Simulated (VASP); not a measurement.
# Nb (Im-3m) in VASP: notebook

The runs below take Nb through single point, relaxation of cell and atoms, with LDA.

All numbers are computed with VASP 6.6.1; they aren't measurements. Logs are shortened: lines on timing, memory, paths and dates and some standing lists are left out, and cuts for length are marked.

## Step 1: The cell of the first run

It takes space group Im-3m (No. 229, cubic). Conventional cell: a = 3.247 Å, b = 3.247 Å, c = 3.247 Å, α = 90.00°, β = 90.00°, γ = 90.00°. Within 3.7 Å of Nb (site symmetry m-3m) lie 14 Nb at 2.81 to 3.25 Å.

## Step 2: Single point, LDA

INCAR

```
ALGO = Normal
EDIFF = 1E-6
ENCUT = 520
GGA = CA
ISIF = 2
ISMEAR = 0
LASPH = T
LCHARG = F
LREAL = F
LWAVE = F
NBANDS = 12
NELM = 100
PREC = Accurate
SIGMA = 0.1
```

KPOINTS

```
k-points
0
Gamma
  16 16 16
```

POSCAR

```
Nb
1.0
   -1.6234717769      1.6234717769      1.6234717769
    1.6234717769     -1.6234717769      1.6234717769
    1.6234717769      1.6234717769     -1.6234717769
Nb
1
Direct
    0.0000000000      0.0000000000      0.0000000000
```

Potentials or basis: VASP PAW LDA potentials, release 64 (Nb_sv).

Launch:

```console
$ cat potpaw_LDA.64/Nb_sv/POTCAR > POTCAR
$ mpirun -np 1 vasp_std > vasp.out
```

OUTCAR:

```text
EDIFF = 1E-6
   ENCUT = 520
   GGA = CA
   ISIF = 2
   ISMEAR = 0
   LASPH = T
   LREAL = F
   NELM = 100
   PREC = Accurate

 ion  position               nearest neighbor table
   1  0.000  0.000  0.000-

  LATTYP: Found a body centered cubic cell.
 ALAT       =     3.2469435538

  Lattice vectors:

 A1 = (  -1.6234717769,   1.6234717769,   1.6234717769)
 A2 = (   1.6234717769,  -1.6234717769,   1.6234717769)
 A3 = (   1.6234717769,   1.6234717769,  -1.6234717769)

Analysis of symmetry for initial positions (statically):
=====================================================================
 Subroutine PRICEL returns:
 Original cell was already a primitive cell.

 Routine SETGRP: Setting up the symmetry group for a
 body centered cubic supercell.

 Subroutine GETGRP returns: Found 48 space group operations
 (whereof 48 operations were pure point group operations)
 out of a pool of 48 trial point group operations.

The static configuration has the point symmetry O_h .

Analysis of symmetry for dynamics (positions and initial velocities):
=====================================================================
 Subroutine PRICEL returns:
 Original cell was already a primitive cell.

 Routine SETGRP: Setting up the symmetry group for a
 body centered cubic supercell.

 Subroutine GETGRP returns: Found 48 space group operations
 (whereof 48 operations were pure point group operations)
 out of a pool of 48 trial point group operations.

The dynamic configuration has the point symmetry O_h .

 Subroutine INISYM returns: Found 48 space group operations
 (whereof 48 operations are pure point group operations),
 and found     1 'primitive' translations

----------------------------------------------------------------------------------------

                                     Primitive cell

  volume of cell :      17.1157

  direct lattice vectors                    reciprocal lattice vectors
    -1.623471777  1.623471777  1.623471777     0.000000000  0.307981948  0.307981948
     1.623471777 -1.623471777  1.623471777     0.307981948  0.000000000  0.307981948
     1.623471777  1.623471777 -1.623471777     0.307981948  0.307981948  0.000000000

  length of vectors
     2.811935602  2.811935602  2.811935602     0.435552248  0.435552248  0.435552248

  position of ions in fractional coordinates (direct lattice)
     0.000000000  0.000000000  0.000000000

  ion indices of the primitive-cell ions
   primitive index   ion index
                 1           1

----------------------------------------------------------------------------------------

 KPOINTS: k-points

Automatic generation of k-mesh.
 Grid dimensions read from file:
 generate k-points for:   16   16   16

 Generating k-lattice:

  Cartesian coordinates                     Fractional coordinates (reciprocal lattice)
     0.000000000  0.019248872  0.019248872     0.062500000  0.000000000  0.000000000
     0.019248872  0.000000000  0.019248872     0.000000000  0.062500000  0.000000000
     0.019248872  0.019248872  0.000000000     0.000000000  0.000000000  0.062500000

  Length of vectors
     0.027222015  0.027222015  0.027222015

  Shift w.r.t. Gamma in fractional coordinates (k-lattice)
     0.000000000  0.000000000  0.000000000

 Subroutine IBZKPT returns following result:
 ===========================================

 Found    145 irreducible k-points:

 Following reciprocal coordinates:
            Coordinates               Weight
  0.000000  0.000000  0.000000      1.000000
  0.062500  0.000000  0.000000     12.000000
  0.125000  0.000000  0.000000     12.000000
  0.187500  0.000000  0.000000     12.000000
  0.250000  0.000000  0.000000     12.000000
  0.312500  0.000000  0.000000     12.000000
[... 16 lines left out ...]
  0.187500  0.187500  0.000000     24.000000
  0.250000  0.187500 -0.000000     48.000000
 [... further k-points ...]
   k-points           NKPTS =    145   k-points in BZ     NKDIM =    145   number of bands    NBANDS=     12
   number of dos      NEDOS =    301   number of ions     NIONS =      1
   total plane-waves  NPLWV =  13824
   dimension x,y,z NGX =    24 NGY =   24 NGZ =   24
   dimension x,y,z NGXF=    48 NGYF=   48 NGZF=   48
   ions per type =               1
   NGX,Y,Z   is equivalent  to a cutoff of  14.19, 14.19, 14.19 a.u.
   NGXF,Y,Z  is equivalent  to a cutoff of  28.38, 28.38, 28.38 a.u.
 SYSTEM =  unknown system
   PREC   = accura    normal or accurate (medium, high low for compatibility)
   ISTART =      0    job   : 0-new  1-cont  2-samecut
   ICHARG =      2    charge: 1-file 2-atom 10-const
   ISPIN  =      1    spin polarized calculation?
   LNONCOLLINEAR =      F non collinear calculations
   LSORBIT =      F    spin-orbit coupling
   LASPH  =      T    aspherical Exc in radial PAW
   ENCUT  =  520.0 eV  38.22 Ry    6.18 a.u.   5.23  5.23  5.23*2*pi/ulx,y,z
   NELM   =    100;   NELMIN=  2; NELMDL= -5     # of ELM steps
   EDIFF  = 0.1E-05   stopping-criterion for ELM
   LREAL  =      F    real-space projection
   EDIFFG = 0.1E-04   stopping-criterion for IOM
   NSW    =      0    number of steps for IOM
   IBRION =     -1    ionic relax: 0-MD 1-quasi-New 2-CG
   NFREE  =      0    steps in history (QN), initial steepest desc. (CG)
   ISIF   =      2    stress and relaxation
   ISYM   =      2    0-nonsym 1-usesym 2-fastsym
   POTIM  = 0.5000    time-step for ionic-motion
   TEBEG  =    0.0;   TEEND  =   0.0 temperature during run
   PSTRESS=    0.0 pullay stress
   NELECT =      13.0000    total number of electrons
   NUPDOWN=      -1.0000    fix difference up-down
   EMIN   =  10.00;   EMAX   =-10.00  energy-range for DOS
   EFERMI =   0.00;   METHOD = LEGACY
   ISMEAR =     0;   SIGMA  =   0.10  broadening in eV -4-tet -1-fermi 0-gaus
   EFERMI_NEDOS =   21; number of points for ismear=-14 and -15
   IALGO  =     38    algorithm
   IMIX   =      4    mixing-type and parameters
     AMIX     =   0.40;   BMIX     =  1.00
     AMIX_MAG =   1.60;   BMIX_MAG =  1.00
  volume/ion in A,a.u.               =      17.12       115.50
  Fermi-wavevector in a.u.,A,eV,Ry     =   1.493681  2.822648 30.355729  2.231083
  Thomas-Fermi vector in A             =   2.606051
   LORBIT       =      0    0 simple, 1 ext, 2 COOP (PROOUT), +10 PAW based schemes
   GGA     = CA    functional components
   LHFCALC =     F    Hartree Fock is set to
   AEXX    =    0.0000 exact exchange contribution
   IVDW    =     0    specifies the selected vdW correction
   LEPSILON=     F    determine dielectric tensor
   LRPA    =     F    only Hartree local field effects (RPA)
 non-spin polarized calculation
 Gauss-broadening in eV      SIGMA  =   0.10
  energy-cutoff  :      520.00
  volume of cell :       17.12
 maximum number of plane-waves:       474
 NGX is ok and might be reduce to    24
   NGX = 11   NGY = 11   NGZ = 11

 number of electron      13.0000001 magnetization

 Free energy of the ion-electron system (eV)
  ---------------------------------------------------
  ext. energy  EPLUGINS =         0.00000000
  ---------------------------------------------------
  free energy    TOTEN  =       -11.26239040 eV

  energy without entropy =      -11.25609494  energy(sigma->0) =      -11.25924267

 E-fermi :  11.7103     XC(G=0): -12.9794

 val. band max:       11.6977835311   @ k =  -0.3125   0.3750   0.0625
 cond. band min:      11.7253947113   @ k =  -0.1875   0.1875   0.0625
 fundamental gap:      0.0276111802
 Fermi energy:        11.7102833461

 k-point     1 :       0.0000    0.0000    0.0000
  band No.  band energies     occupation
      1     -42.2907      2.00000
      2     -17.6183      2.00000
      3     -17.6183      2.00000
      4     -17.6183      2.00000
      5       5.7119      2.00000
      6      12.0423      0.00000
      7      12.0423      0.00000
      8      12.0423      0.00000
      9      15.1181      0.00000
     10      15.1181      0.00000
     11      26.0967      0.00000
     12      26.0967      0.00000

 k-point     2 :       0.0625    0.0000    0.0000
  band No.  band energies     occupation
      1     -42.2792      2.00000
      2     -17.6851      2.00000
      3     -17.6383      2.00000
      4     -17.6189      2.00000
      5       5.8843      2.00000
      6      11.9346      0.00151
      7      12.0175      0.00001
      8      12.2082      0.00000
      9      14.9488      0.00000
     10      15.1176      0.00000
     11      26.2431      0.00000
     12      26.3941      0.00000

 k-point     3 :       0.1250    0.0000    0.0000
  band No.  band energies     occupation
      1     -42.2466      2.00000
      2     -17.8728      2.00000
      3     -17.6950      2.00000
      4     -17.6208      2.00000
      5       6.3684      2.00000
      6      11.6442      1.65025
      7      11.9074      0.00530
      8      12.6979      0.00000
      9      14.6248      0.00000
     10      15.1272      0.00000
     11      26.5880      0.00000
     12      27.2491      0.00000
[... 286 lines left out ...]
 k-point    23 :       0.1875    0.1875    0.0000
  band No.  band energies     occupation
      1     -42.0657      2.00000
      2     -18.7243      2.00000
      3     -18.0068      2.00000
      4     -17.7377      2.00000
      5       8.6811      2.00000
      6      10.5390      2.00000
      7      11.0182      2.00000
      8      14.2707      0.00000
      9      15.8454      0.00000
     10      16.5982      0.00000
     11      26.2556      0.00000
     12      27.7195      0.00000

 k-point    24 :       0.2500    0.1875   -0.0000
  band No.  band energies     occupation
      1     -42.0188      2.00000
      2     -18.8846      2.00000
      3     -18.1414      2.00000
      4     -17.7595      2.00000
      5       8.9044      2.00000
      6      10.3099      2.00000
      7      11.3268      2.00000
      8      14.5200      0.00000
      9      15.9762      0.00000
     10      18.0350      0.00000
     11      25.2774      0.00000
     12      27.0081      0.00000

 [... further k-points ...]

------------------------ aborting loop because EDIFF is reached ----------------------------------------

  FORCE on cell =-STRESS in cart. coord.  units (eV):
  Direction    XX          YY          ZZ          XY          YZ          ZX
  --------------------------------------------------------------------------------------
  -------------------------------------------------------------------------------------
  Total       -0.0163431     -0.0163431     -0.0163431     -0.0000000     -0.0000000     -0.0000000
  in kB       -1.5298527     -1.5298527     -1.5298527     -0.0000000     -0.0000000     -0.0000000
  external PRESSURE =      -1.5298527 kB  Pullay stress =       0.0000000 kB

 VOLUME and BASIS-vectors are now :
 -----------------------------------------------------------------------------
  energy-cutoff  :      520.00
  volume of cell :       17.12
      direct lattice vectors                 reciprocal lattice vectors
    -1.623471777  1.623471777  1.623471777     0.000000000  0.307981948  0.307981948
     1.623471777 -1.623471777  1.623471777     0.307981948  0.000000000  0.307981948
     1.623471777  1.623471777 -1.623471777     0.307981948  0.307981948  0.000000000

 POSITION                                       TOTAL-FORCE (eV/Angst)
 -----------------------------------------------------------------------------------
      0.00000      0.00000      0.00000        -0.000000      0.000000     -0.000000
 -----------------------------------------------------------------------------------
    total drift:                                0.000000      0.000000     -0.000000

  FREE ENERGIE OF THE ION-ELECTRON SYSTEM (eV)
  ---------------------------------------------------
  free  energy   TOTEN  =       -11.2623903965 eV

  energy  without entropy=      -11.2560949402  energy(sigma->0) =      -11.25924267
```

It took 36 s on 1 thread of Intel Xeon 8259CL, shared host; peak memory 0.15 GiB.

Results:

* Free energy: -11.2624 eV
* Pressure: -0.2 GPa

## Step 3: Single point, LDA

This run uses another cell than the first one, of 17.16 Å³/atom, 1.003 times its volume.

INCAR

```
SYSTEM = Nb
PREC = Accurate
ENCUT = 520
EDIFF = 1E-6
ISMEAR = -1
SIGMA = 0.15
LREAL = .FALSE.
LASPH = .TRUE.
NELM = 60
ALGO = Normal
ISIF = 2
LWAVE = .FALSE.
LCHARG = .FALSE.
GGA = CA
NBANDS = 12
```

KPOINTS

```
Automatic mesh
0
G
  16 16 16
  0 0 0
```

POSCAR

```
Nb
1.0
   -1.6248892030      1.6248892030      1.6248892030
    1.6248892030     -1.6248892030      1.6248892030
    1.6248892030      1.6248892030     -1.6248892030
Nb
1
Direct
    0.0000000000      0.0000000000      0.0000000000
```

Potentials or basis: VASP PAW LDA potentials, release 64 (Nb_sv).

Launch:

```console
$ cat potpaw_LDA.64/Nb_sv/POTCAR > POTCAR
$ mpirun -np 1 vasp_std > vasp.out
```

Run time: 36 s. Hardware: 1 thread of Intel Xeon 8259CL, shared host; peak memory 0.15 GiB.

It converged, with:

* Free energy: -11.3082 eV
* Pressure: -0.2 GPa

Levels at points of the mesh, in eV from the Fermi level:
| k point | band 3 | band 4 | band 5 | band 6 | band 7 | band 8 | band 9 | band 10 |
| --- | --- | --- | --- | --- | --- | --- | --- | --- |
| (0.00, 0.00, 0.00) | -29.38 | -29.38 | -6.04 | 0.29 | 0.29 | 0.29 | 3.36 | 3.36 |
| (0.50, 0.00, 0.00) | -29.88 | -29.40 | -3.97 | -1.86 | 2.56 | 3.42 | 4.14 | 6.77 |
| (0.50, 0.50, 0.50) | -30.47 | -30.47 | -4.06 | -4.06 | 5.92 | 5.92 | 5.92 | 9.46 |

## Step 4: Relaxation of cell and atoms, LDA

INCAR

```
PREC     = Accurate       # precision mode
ENCUT    = 600            # plane-wave cutoff, eV
EDIFF    = 1E-7           # SCF threshold, eV
ISMEAR   = -1             # smearing method
SIGMA    = 0.15           # smearing width, eV
LREAL    = False          # projectors in reciprocal space
LASPH    = True           # aspherical terms in the spheres
NELM     = 60             # most SCF steps
ALGO     = Fast           # electronic algorithm
ISIF     = 3              # what is computed and relaxed
LWAVE    = False          # write WAVECAR
LCHARG   = False          # write CHGCAR
GGA      = CA             # functional
IBRION   = 2              # ionic algorithm
NSW      = 80             # ionic steps
EDIFFG   = -0.001         # ionic threshold
```

KPOINTS

```
regular mesh
0
Gamma
  16 16 16
```

POSCAR

```
Nb
1.0
   -1.6234717769      1.6234717769      1.6234717769
    1.6234717769     -1.6234717769      1.6234717769
    1.6234717769      1.6234717769     -1.6234717769
Nb
1
Direct
    0.0000000000      0.0000000000      0.0000000000
```

Launch:

```console
$ cat potpaw_LDA.64/Nb_sv/POTCAR > POTCAR
$ mpirun -np 1 vasp_std > vasp.out
```

It took 3.5 min on 1 thread of Intel Xeon 8259CL, shared host; peak memory 0.16 GiB.

The run converged. Its results:

```yaml
Free_energy: -11.3083 eV
Relaxed_volume: 17.15 Å³/atom
Relaxed_cell: a = 2.814 Å, b = 2.814 Å, c = 2.814 Å, α = 109.47°, β = 109.47°, γ = 109.47°
Space_group_after_relaxing_to_0.05_Å: Im-3m (No. 229)
Energy_gained_by_relaxing: 0.0 meV/atom
Ionic_steps: 3
Pressure_after_relaxing: 0.0 GPa
```

Final structure:
```cif
data_structure
_symmetry_space_group_name_H-M 'P 1'
_symmetry_Int_Tables_number 1
_cell_length_a 2.8140
_cell_length_b 2.8140
_cell_length_c 2.8140
_cell_angle_alpha 109.471
_cell_angle_beta 109.471
_cell_angle_gamma 109.471
_cell_volume 17.15
loop_
_atom_site_label
_atom_site_type_symbol
_atom_site_fract_x
_atom_site_fract_y
_atom_site_fract_z
_atom_site_occupancy
Nb1 Nb 0.00000 0.00000 0.00000 1
```

Levels at points of the mesh, in eV from the Fermi level:
| k point | band 3 | band 4 | band 5 | band 6 | band 7 | band 8 | band 9 | band 10 |
| --- | --- | --- | --- | --- | --- | --- | --- | --- |
| (0.00, 0.00, 0.00) | -29.38 | -29.38 | -6.04 | 0.29 | 0.29 | 0.29 | 3.36 | 3.36 |
| (0.50, 0.00, 0.00) | -29.88 | -29.40 | -3.98 | -1.87 | 2.56 | 3.42 | 4.14 | 6.77 |
| (0.50, 0.50, 0.50) | -30.47 | -30.47 | -4.07 | -4.07 | 5.93 | 5.93 | 5.93 | 9.47 |

## Step 5: Relaxation of cell and atoms, LDA

This run uses another cell than the first one, of 17.21 Å³/atom, 1.006 times its volume.

INCAR

```
PREC = Accurate
ENCUT = 600
EDIFF = 1E-6
ISMEAR = 0
SIGMA = 0.1
LREAL = False
LASPH = True
NELM = 60
ALGO = Normal
ISIF = 3
LWAVE = False
LCHARG = False
IBRION = 2
NSW = 100
EDIFFG = -0.002
```

KPOINTS

```
Automatic mesh
0
Gamma
  16 16 16
```

POSCAR

```
Nb
1.0
   -1.6265958826      1.6265958826      1.6265958826
    1.6265958826     -1.6265958826      1.6265958826
    1.6265958826      1.6265958826     -1.6265958826
Nb
1
Direct
    0.0000000000      0.0000000000      0.0000000000
```

Launch:

```console
$ cat potpaw_LDA.64/Nb_sv/POTCAR > POTCAR
$ mpirun -np 1 vasp_std > vasp.out
```

Wall time 72 s (1 thread of Intel Xeon 8259CL, shared host); peak memory 0.16 GiB.

The run converged. Its results:

- Free energy: -11.2625 eV
- Relaxed volume: 17.11 Å³/atom
- Relaxed cell: a = 2.812 Å, b = 2.812 Å, c = 2.812 Å, α = 109.47°, β = 109.47°, γ = 109.47°
- Space group after relaxing (to 0.05 Å): Im-3m (No. 229)
- Energy gained by relaxing: 0.4 meV/atom
- Ionic steps: 3
- Pressure after relaxing: 0.0 GPa

Step by step:
```csv
step,energy change (eV),largest force (eV/Å),pressure (GPa),volume (Å³)
1,0.0000,0.0000,-1.24,17.21
2,0.0014,0.0000,2.66,16.89
3,-0.0004,0.0000,-0.01,17.11
```

Final structure:
```
CELL_PARAMETERS angstrom
-1.62328 1.62328 1.62328
1.62328 -1.62328 1.62328
1.62328 1.62328 -1.62328
ATOMIC_POSITIONS crystal
Nb 0.00000 0.00000 0.00000
```

Levels at points of the mesh, in eV from the Fermi level:
| k point | band 4 | band 5 | band 6 | band 7 | band 8 | band 9 |
| --- | --- | --- | --- | --- | --- | --- |
| (0.00, 0.00, 0.00) | -29.33 | -6.00 | 0.33 | 0.33 | 0.33 | 3.41 |
| (0.50, 0.00, 0.00) | -29.35 | -3.94 | -1.83 | 2.62 | 3.48 | 4.20 |
| (0.50, 0.50, 0.50) | -30.42 | -4.03 | -4.03 | 5.99 | 5.99 | 5.99 |

## Step 6: The runs side by side

| task | cell | cutoff (eV) | smearing | gap on the mesh (eV) | pressure (GPa) | relaxed volume (Å³/atom) |
| --- | --- | --- | --- | --- | --- | --- |
| single point | a = 2.812 Å, angles 109.5°, 1 atom | 520 | gaussian 0.1 eV | none | -0.2 | - |
| single point | a = 2.814 Å, angles 109.5°, 1 atom | 520 | fermi-dirac 0.15 eV | none | -0.2 | - |
| relaxation of cell and atoms | relaxed from a = 2.812 Å, angles 109.5°, 1 atom | 600 | fermi-dirac 0.15 eV | none | 0.0 | 17.15 |
| relaxation of cell and atoms | relaxed from a = 2.817 Å, angles 109.5°, 1 atom | 600 | gaussian 0.1 eV | none | 0.0 | 17.11 |

Alike in all rows: level LDA; potentials or basis VASP PAW LDA potentials, release 64 (Nb_sv); no spin polarisation; k mesh 16 × 16 × 16.

Absolute energies hang on the potentials; compare differences alone.
